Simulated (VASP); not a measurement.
Set up this calculation in VASP 6.6.1, as the native input.

| Quantity | Value |
| --- | --- |
| Task | single point |
| Functional | PBEsol |
| Potentials or basis | VASP PAW PBE potentials, release 64 (Mg, O) |
| Cutoff | 520 eV |
| k mesh | 9 × 9 × 6 |
| Occupations | gaussian, width 0.05 eV |
| Spin | no spin polarisation |
| Dipole correction | no |
| Further INCAR settings | ALGO = Normal; EDIFF = 1e-06; NBANDS = 16 |

The structure of MgO lies in POSCAR:

```
MgO
1.0
    3.5632055155      0.0000000000      0.0000000000
   -1.7816027578      3.0858264953      0.0000000000
    0.0000000000      0.0000000000      4.2941172505
Mg O
2 2
Direct
    0.3333333333      0.6666666667      0.0021597400
    0.6666666667      0.3333333333      0.5021597400
    0.3333333333      0.6666666667      0.4024402600
    0.6666666667      0.3333333333      0.9024402600
```

This cell differs from its parent crystal: ratio of the length along z to the lengths across it x 0.8, volume and fractional coordinates fixed.

These files were run (other wordings do the same):

INCAR

```
SYSTEM = MgO
ALGO = Normal ; EDIFF = 1E-6
ENCUT = 520 ; GGA = PS
ISIF = 2 ; ISMEAR = 0
LASPH = .True. ; LCHARG = .False.
LREAL = .False. ; LWAVE = .False.
NBANDS = 16 ; NELM = 80
PREC = Accurate ; SIGMA = 0.05
```

KPOINTS

```
k-points
0
Gamma
  9 9 6
  0 0 0
```

Potentials or basis: VASP PAW PBE potentials, release 64 (Mg, O).

Run with:

```console
$ cat potpaw_PBE.64/Mg/POTCAR potpaw_PBE.64/O/POTCAR > POTCAR
$ mpirun -np 1 vasp_std > vasp.out
```

Results of the run:

```yaml
Pressure: 7.9 GPa
Largest_force: 4.564 eV/Å
Band_gap_on_the_k_mesh: 3.17 eV, direct
```

Caveat: the PAW data sets were made with another functional, which shifts forces and pressure a little.

It took 22 s on 1 thread of Intel(R) Xeon(R) 6975P-C (Granite Rapids), on a shared host, peak memory 0.17 GiB.
